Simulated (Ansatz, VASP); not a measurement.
## Two plane-wave programs on La2O3

File INCAR:

```
SYSTEM = La2O3
PREC = Accurate
ENCUT = 600
EDIFF = 1E-6
ISMEAR = 0
SIGMA = 0.02
LREAL = .False.
LASPH = .True.
NELM = 80
ALGO = Normal
ISIF = 3
LWAVE = .False.
LCHARG = .False.
GGA = CA
IBRION = 2
NSW = 100
EDIFFG = -0.002
```

The input KPOINTS:

```
regular mesh
0
Gamma
  9 9 4
  0 0 0
```

POSCAR

```
La2O3
1.0
    3.9307778800      0.0000000000      0.0000000000
   -1.9653889400      3.4041535000      0.0000000000
    0.0000000000      0.0000000000      6.1119535200
La O
2 3
Direct
    0.6666666700      0.3333333300      0.7537643200
    0.3333333300      0.6666666700      0.2462356800
    0.6666666700      0.3333333300      0.3541093500
    0.3333333300      0.6666666700      0.6458906500
    0.0000000000      0.0000000000      0.0000000000
```

Input for Ansatz:

```yaml
crystal:
  lattice:
    - [3.93077788, 0.0, 0.0]
    - [-1.96538894, 3.4041535, 0.0]
    - [0.0, 0.0, 6.11195352]
  atoms:
    - { symbol: La, position: [0.66666667, 0.33333333, 0.75376432] }
    - { symbol: La, position: [0.33333333, 0.66666667, 0.24623568] }
    - { symbol: O, position: [0.66666667, 0.33333333, 0.35410935] }
    - { symbol: O, position: [0.33333333, 0.66666667, 0.64589065] }
    - { symbol: O, position: [0.0, 0.0, 0.0] }
basis:
  ecutwfc: 600.0
kpoints:
  mp_grid: { grid: [9, 9, 4] }
hamiltonian:
  xc: lda
  pseudopotentials: { kind: paw, azcp: { folder: soft_1 } }
scf:
  occupations: { method: gaussian, width: 0.02 }
output:
  forces: true
  stress: true
  eigenvalues: true
  write_density: true
  write_potential: true
  elf: true
  volumetric_format: npy
relax:
  adjacent_minimum: "off"
  f_tol: 0.002
  max_steps: 80
  cell: { stress_tol: 0.02 }
```

Alike in both runs: task relaxation of cell and atoms; functional LDA; k mesh 9 × 9 × 4; occupations gaussian, width 0.02 eV; no spin polarisation.

```csv
,VASP,Ansatz
version,VASP 6.6.1,Ansatz 0.2.0
potentials or method,"VASP PAW LDA potentials, release 64 (La, O), cutoff 600 eV","scalar-relativistic, plane waves, PAW"
valence electrons in the cell,40,40
```

```tsv
	VASP	Ansatz	Ansatz less VASP
gap on the k mesh at the Fermi level, each at its own relaxed structure (eV)	3.75	3.76	+0.010
relaxed volume (Å³/atom)	15.51	15.54	+0.030
relaxed length of the cell vector where the two differ most in proportion (Å)	5.942	5.951	+0.0091
```

Ansatz warns that its potentials were made for another functional, while VASP's fit it. LDA's correlation is that of Perdew and Zunger in VASP and of Perdew and Wang (1992) in Ansatz.

Neither program's run includes spin-orbit coupling.
